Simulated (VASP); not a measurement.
# CuO (F-43m) in VASP: settings compared, part 2 of 3

VASP 6.6.1. Earlier steps stand in the parts before.

**3. Relaxation of cell and atoms, PBE**

INCAR

```
PREC = Accurate ; ENCUT = 600
EDIFF = 1E-7 ; ISMEAR = -1
SIGMA = 0.05 ; LREAL = F
LASPH = T ; NELM = 80
ALGO = Normal ; ISIF = 3
LWAVE = F ; LCHARG = F
GGA = PE ; IBRION = 2
NSW = 60 ; EDIFFG = -0.01
```

KPOINTS

```
Automatic mesh
0
Gamma
  10 10 10
```

POSCAR

```
CuO
1.0
    0.0000000000      2.3272527300      2.3272527300
    2.3272527300      0.0000000000      2.3272527300
    2.3272527300      2.3272527300      0.0000000000
Cu O
1 1
Direct
    0.0000000000      0.0000000000      0.0000000000
    0.2500000000      0.2500000000      0.2500000000
```

Potentials or basis: VASP PAW PBE potentials, release 64 (Cu, O).

On the command line:

```sh
$ cat potpaw_PBE.64/Cu/POTCAR potpaw_PBE.64/O/POTCAR > POTCAR
$ mpirun -np 1 vasp_std > vasp.out
```

OUTCAR:

```text
PREC = Accurate
   ENCUT = 600
   EDIFF = 1E-7
   ISMEAR = -1
   LREAL = F
   LASPH = T
   NELM = 80
   ISIF = 3
   GGA = PE
   IBRION = 2
   NSW = 60
   EDIFFG = -0.01

 ion  position               nearest neighbor table
   1  0.000  0.000  0.000-   2 2.02   2 2.02   2 2.02   2 2.02
   2  0.250  0.250  0.250-   1 2.02   1 2.02   1 2.02   1 2.02

  LATTYP: Found a face centered cubic cell.
 ALAT       =     4.6545054600

  Lattice vectors:

 A1 = (   0.0000000000,   2.3272527300,   2.3272527300)
 A2 = (   2.3272527300,   0.0000000000,   2.3272527300)
 A3 = (   2.3272527300,   2.3272527300,   0.0000000000)

Analysis of symmetry for initial positions (statically):
=====================================================================
 Subroutine PRICEL returns:
 Original cell was already a primitive cell.

 Routine SETGRP: Setting up the symmetry group for a
 face centered cubic supercell.

 Subroutine GETGRP returns: Found 24 space group operations
 (whereof 24 operations were pure point group operations)
 out of a pool of 48 trial point group operations.

The static configuration has the point symmetry T_d .

Analysis of symmetry for dynamics (positions and initial velocities):
=====================================================================
 Subroutine PRICEL returns:
 Original cell was already a primitive cell.

 Routine SETGRP: Setting up the symmetry group for a
 face centered cubic supercell.

 Subroutine GETGRP returns: Found 24 space group operations
 (whereof 24 operations were pure point group operations)
 out of a pool of 48 trial point group operations.

The dynamic configuration has the point symmetry T_d .

 Subroutine INISYM returns: Found 24 space group operations
 (whereof 24 operations are pure point group operations),
 and found     1 'primitive' translations

----------------------------------------------------------------------------------------

                                     Primitive cell

  volume of cell :      25.2093

[... 99 lines left out ...]
   NELECT =      17.0000    total number of electrons
   NUPDOWN=      -1.0000    fix difference up-down
   EMIN   =  10.00;   EMAX   =-10.00  energy-range for DOS
   EFERMI =   0.00;   METHOD = LEGACY
   ISMEAR =    -1;   SIGMA  =   0.05  broadening in eV -4-tet -1-fermi 0-gaus
   EFERMI_NEDOS =   21; number of points for ismear=-14 and -15
   IALGO  =     38    algorithm
   IMIX   =      4    mixing-type and parameters
     AMIX     =   0.40;   BMIX     =  1.00
     AMIX_MAG =   1.60;   BMIX_MAG =  1.00
  volume/ion in A,a.u.               =      12.60        85.06
  Fermi-wavevector in a.u.,A,eV,Ry     =   1.435614  2.712916 28.041426  2.060987
  Thomas-Fermi vector in A             =   2.554893
   LORBIT       =      0    0 simple, 1 ext, 2 COOP (PROOUT), +10 PAW based schemes
   GGA     = PE    functional components
   LHFCALC =     F    Hartree Fock is set to
   AEXX    =    0.0000 exact exchange contribution
   IVDW    =     0    specifies the selected vdW correction
   LEPSILON=     F    determine dielectric tensor
   LRPA    =     F    only Hartree local field effects (RPA)
 conjugate gradient relaxation of ions
 non-spin polarized calculation
  energy-cutoff  :      600.00
  volume of cell :       25.21
 maximum number of plane-waves:       869
 NGX is ok and might be reduce to    28
   NGX = 13   NGY = 13   NGZ = 13

--------------------------------------- Ionic step        1  -------------------------------------------

 number of electron      16.9999993 magnetization

 Free energy of the ion-electron system (eV)
  ---------------------------------------------------
  ext. energy  EPLUGINS =         0.00000000
  ---------------------------------------------------
  free energy    TOTEN  =        -9.51052267 eV

  energy without entropy =       -9.48695767  energy(sigma->0) =       -9.49874017

 E-fermi :   3.0620     XC(G=0): -10.5754

 val. band max:        3.0599071879   @ k =   0.3000   0.2000   0.0000
 cond. band min:       3.0897210669   @ k =  -0.4000   0.1000   0.0000
 fundamental gap:      0.0298138790
 Fermi energy:         3.0620336460

 k-point     1 :       0.0000    0.0000    0.0000
  band No.  band energies     occupation
      1     -15.2041      2.00000
      2      -1.2922      2.00000
      3      -1.2922      2.00000
      4      -1.2922      2.00000
      5       1.2311      2.00000
      6       1.2311      2.00000
      7       3.7805      0.00000
      8       3.7805      0.00000
      9       3.7805      0.00000
     10       3.9612      0.00000
     11      16.9174      0.00000
     12      16.9174      0.00000
[... 416 lines left out ...]
--------------------------------------- Ionic step        3  -------------------------------------------

 number of electron      17.0000008 magnetization

 Free energy of the ion-electron system (eV)
  ---------------------------------------------------
  ext. energy  EPLUGINS =         0.00000000
  ---------------------------------------------------
  free energy    TOTEN  =        -9.57184183 eV

  energy without entropy =       -9.54977038  energy(sigma->0) =       -9.56080610

 E-fermi :   3.9603     XC(G=0): -11.0153

 val. band max:        3.9524894206   @ k =  -0.1000   0.1000   0.0000
 cond. band min:       3.9693757161   @ k =   0.3000   0.2000   0.0000
 fundamental gap:      0.0168862955
 Fermi energy:         3.9603347055

 k-point     1 :       0.0000    0.0000    0.0000
  band No.  band energies     occupation
      1     -14.8938      2.00000
      2      -0.8984      2.00000
      3      -0.8984      2.00000
      4      -0.8984      2.00000
      5       1.9370      2.00000
      6       1.9370      2.00000
      7       4.7584      0.00000
      8       4.7584      0.00000
      9       4.7584      0.00000
     10       4.9475      0.00000
     11      18.3144      0.00000
     12      18.3144      0.00000
[... 374 lines left out ...]
  FREE ENERGIE OF THE ION-ELECTRON SYSTEM (eV)
  ---------------------------------------------------
  free  energy   TOTEN  =        -9.5718418290 eV

  energy  without entropy=       -9.5497703788  energy(sigma->0) =       -9.56080610

 reached required accuracy - stopping structural energy minimisation
```

OSZICAR:

```text
N       E                     dE             d eps       ncg     rms          rms(c)
DAV:   1     0.124470015482E+03    0.12447E+03   -0.93616E+03  1152   0.221E+03
DAV:   2     0.750464082636E+00   -0.12372E+03   -0.11389E+03  1152   0.366E+02
DAV:   3    -0.122419783902E+02   -0.12992E+02   -0.12185E+02  1364   0.127E+02
[... 33 lines left out ...]
DAV:   5    -0.957204184559E+01    0.13345E-02   -0.45656E-03  1696   0.134E+00    0.110E-01
DAV:   6    -0.957183814275E+01    0.20370E-03   -0.57672E-04  1692   0.330E-01    0.132E-02
DAV:   7    -0.957184150790E+01   -0.33651E-05   -0.23770E-05  1144   0.544E-02    0.815E-03
DAV:   8    -0.957184177218E+01   -0.26428E-06   -0.37019E-06  1876   0.457E-02    0.161E-03
DAV:   9    -0.957184182904E+01   -0.56853E-07   -0.23530E-07   820   0.860E-03
   3 F= -.95718418E+01 E0= -.95608061E+01  d E =-.613192E-01
```

It took 54 s on 1 thread of Intel Xeon Platinum 8259CL at 2.50GHz (Skylake/Cascade Lake), shared host; peak memory 0.17 GiB.

Results:

```
Free energy                            : -9.5718 eV
Relaxed volume                         : 11.62 Å³/atom
Relaxed cell                           : a = 3.203 Å, b = 3.203 Å, c = 3.203 Å, α = 60.00°, β = 60.00°, γ = 60.00°
Space group after relaxing (to 0.05 Å) : F-43m (No. 216)
Energy gained by relaxing              : 30.7 meV/atom
Ionic steps                            : 3
Pressure after relaxing                : 0.0 GPa
```

Step by step:
| step | energy change (eV) | largest force (eV/Å) | pressure (GPa) | volume (Å³) |
| --- | --- | --- | --- | --- |
| 1 | 0.0000 | 0.0000 | -9.19 | 25.21 |
| 2 | -0.0551 | 0.0000 | 3.64 | 22.66 |
| 3 | -0.0613 | 0.0000 | 0.00 | 23.23 |

Final structure:
```cif
data_structure
_symmetry_space_group_name_H-M 'P 1'
_symmetry_Int_Tables_number 1
_cell_length_a 3.2028
_cell_length_b 3.2028
_cell_length_c 3.2028
_cell_angle_alpha 60.000
_cell_angle_beta 60.000
_cell_angle_gamma 60.000
_cell_volume 23.23
loop_
_atom_site_label
_atom_site_type_symbol
_atom_site_fract_x
_atom_site_fract_y
_atom_site_fract_z
_atom_site_occupancy
Cu1 Cu 0.00000 0.00000 0.00000 1
O1 O 0.25000 0.25000 0.25000 1
```

Caveat: an odd number of electrons without spin polarisation forces a metal; a magnetic or distorted state may lie lower; semilocal functionals often make such compounds metallic where correlation or magnetic order opens a gap, which also shifts bond lengths. With open d or f shells a metallic result of PBE can be an artefact of self-interaction; +U or a hybrid may open a gap.

(Part 2 of 3 ends here.)
